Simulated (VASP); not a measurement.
Here is a VASP 6.6.1 calculation.

File INCAR:

```
PREC     = Accurate       # precision mode
ENCUT    = 520            # plane-wave cutoff, eV
EDIFF    = 1E-7           # SCF threshold, eV
ISMEAR   = 0              # smearing method
SIGMA    = 0.05           # smearing width, eV
LREAL    = F              # projectors in reciprocal space
LASPH    = T              # aspherical terms in the spheres
NELM     = 60             # most SCF steps
ALGO     = Normal         # electronic algorithm
ISIF     = 2              # what is computed and relaxed
LWAVE    = F              # write WAVECAR
LCHARG   = F              # write CHGCAR
GGA      = PE             # functional
NBANDS   = 16             # bands
```

Contents of KPOINTS:

```
Automatic mesh
0
Gamma
  10 10 10
```

Contents of POSCAR:

```
ZnS
1.0
    0.0000000000      2.7046500000      2.6235105000
    2.7046500000      0.0000000000      2.6235105000
    2.7046500000      2.7046500000      0.0000000000
Zn S
1 1
Direct
    0.0000000000      0.0000000000      0.0000000000
    0.7500000000      0.7500000000      0.7500000000
```

Potentials or basis: VASP PAW PBE potentials, release 64 (Zn, S).

The run is started by

```bash
$ cat potpaw_PBE.64/Zn/POTCAR potpaw_PBE.64/S/POTCAR > POTCAR
$ mpirun -np 1 vasp_std > vasp.out
```

Task: Estimate the band gap on the k mesh.

Result: 2.17 eV, direct.

Task: What does it give for the pressure?

Result: 4.0 GPa.

Stress tensor (GPa, compression positive):
```
3.61 0.00 0.00
0.00 3.61 0.00
0.00 0.00 4.73
```

Caveat: the cell differs from its parent crystal (strain +0.000 along x and y, -0.030 along z).
